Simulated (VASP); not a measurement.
# Sn: single point with PBE

The system is Sn.

```
CELL_PARAMETERS angstrom
-2.91964 2.91964 1.59380
2.91964 -2.91964 1.59380
2.91964 2.91964 -1.59380
ATOMIC_POSITIONS crystal
Sn 0.00000 0.00000 0.00000
Sn 0.75000 0.25000 0.50000
```

```yaml
Program: VASP 6.6.1
Task: single point
Functional: PBE
Potentials_or_basis: VASP PAW PBE potentials, release 64 (Sn_d)
Cutoff: 520 eV
k_mesh: 6 × 6 × 6
Occupations: gaussian, width 0.1 eV
Spin: no spin polarisation
Dipole_correction: no
Further_INCAR_settings: ALGO = Fast; EDIFF = 1e-07; NBANDS = 21
```

```
Pressure               : 2.3 GPa
Band gap on the k mesh : zero (band 14 reaches 9.02 eV, above the bottom of band 15 at 5.14 eV)
```

Stress tensor (GPa, compression positive):
```
2.95 0.00 0.00
0.00 2.95 0.00
0.00 0.00 0.89
```

Levels at points of the mesh, in eV from the Fermi level:
```csv
k point,band 12,band 13,band 14,band 15,band 16,band 17
"(0.00, 0.00, 0.00)",-3.78,-2.12,-2.12,2.83,6.08,6.08
"(0.50, 0.00, 0.00)",-5.56,-2.47,-1.86,-1.30,2.09,2.70
"(0.50, 0.50, 0.00)",-9.04,0.45,0.45,1.44,1.44,5.82
"(0.50, 0.50, 0.50)",-7.70,-4.95,-4.95,4.84,4.84,9.25
```

Wall time 42 s on 1 thread of Intel Xeon 6975P-C (shared host), peak memory 0.21 GiB.

Caveat: the k points lie up to 0.37 Å⁻¹ apart; spin-orbit coupling is left out, which moves the levels of the heavy elements.
